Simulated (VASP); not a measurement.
Write the native input for VASP 6.6.1 that does the following.

- Task: single point
- Functional: PBEsol
- Potentials or basis: VASP PAW PBE potentials, release 64 (Sb, P)
- Cutoff: 520 eV
- k mesh: 11 × 11 × 11
- Occupations: fermi-dirac, width 0.08 eV
- Spin: no spin polarisation
- Dipole correction: no
- Further INCAR settings: ALGO = Normal; EDIFF = 1e-06; NBANDS = 12

The structure of SbP (zincblende type) lies in POSCAR:

```
SbP
1.0
    0.0000000000      2.9949293232      2.9949293232
    2.9949293232      0.0000000000      2.9949293232
    2.9949293232      2.9949293232      0.0000000000
Sb P
1 1
Direct
    0.0000000000      0.0000000000      0.0000000000
    0.2500000000      0.2500000000      0.2500000000
```

One way to write it, as run:

INCAR

```
SYSTEM = SbP
PREC     = Accurate       ! precision mode
ENCUT    = 520            ! plane-wave cutoff, eV
EDIFF    = 1E-6           ! SCF threshold, eV
ISMEAR   = -1             ! smearing method
SIGMA    = 0.08           ! smearing width, eV
LREAL    = .False.        ! projectors in reciprocal space
LASPH    = .True.         ! aspherical terms in the spheres
NELM     = 100            ! most SCF steps
ALGO     = Normal         ! electronic algorithm
ISIF     = 2              ! what is computed and relaxed
LWAVE    = .False.        ! write WAVECAR
LCHARG   = .True.         ! write CHGCAR
GGA      = PS             ! functional
LELF     = .True.         ! ELF
LVHAR    = .True.       
NBANDS   = 12             ! bands
```

KPOINTS

```
regular mesh
0
Gamma
  11 11 11
  0 0 0
```

Potentials or basis: VASP PAW PBE potentials, release 64 (Sb, P).

The run is started by

```bash
$ cat potpaw_PBE.64/Sb/POTCAR potpaw_PBE.64/P/POTCAR > POTCAR
$ mpirun -np 1 vasp_std > vasp.out
```

It gave:

The pressure is 6.2 GPa. The band gap on the k mesh is zero (bands 5 and 6 overlap by 1.38 eV).

Caveat: the cell stands under pressure; the PAW data sets were made with another functional, which shifts forces and pressure a little; spin-orbit coupling is left out, which moves the levels of the heavy elements.

Run time: 46 s on 1 thread of AMD EPYC 7R13, on a shared host, peak memory 0.16 GiB.
